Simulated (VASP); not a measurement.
SnSe, 4 atoms in the cell. The cell holds a slab with vacuum, 4 atoms: a = 4.285 Å, b = 4.285 Å, c = 10.991 Å, α = 90.00°, β = 90.00°, γ = 90.00°. 

* Program: VASP 6.6.1
* Task: single point
* Functional: LDA
* Potentials or basis: VASP PAW LDA potentials, release 64 (Sn_d, Se)
* Cutoff: 520 eV
* k mesh: 6 × 6 × 3
* Occupations: fermi-dirac, width 0.05 eV
* Spin: no spin polarisation
* Dipole correction: no
* Further INCAR settings: ALGO = Normal; EDIFF = 1e-06; NBANDS = 28

Potentials or basis: VASP PAW LDA potentials, release 64 (Sn_d, Se).

Command:

```sh
$ cat potpaw_LDA.64/Sn_d/POTCAR potpaw_LDA.64/Se/POTCAR > POTCAR
$ mpirun -np 1 vasp_std > vasp.out
```

Hardware: 1 thread of AMD EPYC 9R14 (Zen 4), on a shared host.

**Question.** How long does it take, and how much memory?

**Answer.** Wall time 68 s on 1 thread of AMD EPYC 9R14 (Zen 4) (shared host), peak memory 0.25 GiB. Counts: scf iterations 17, k points 20.
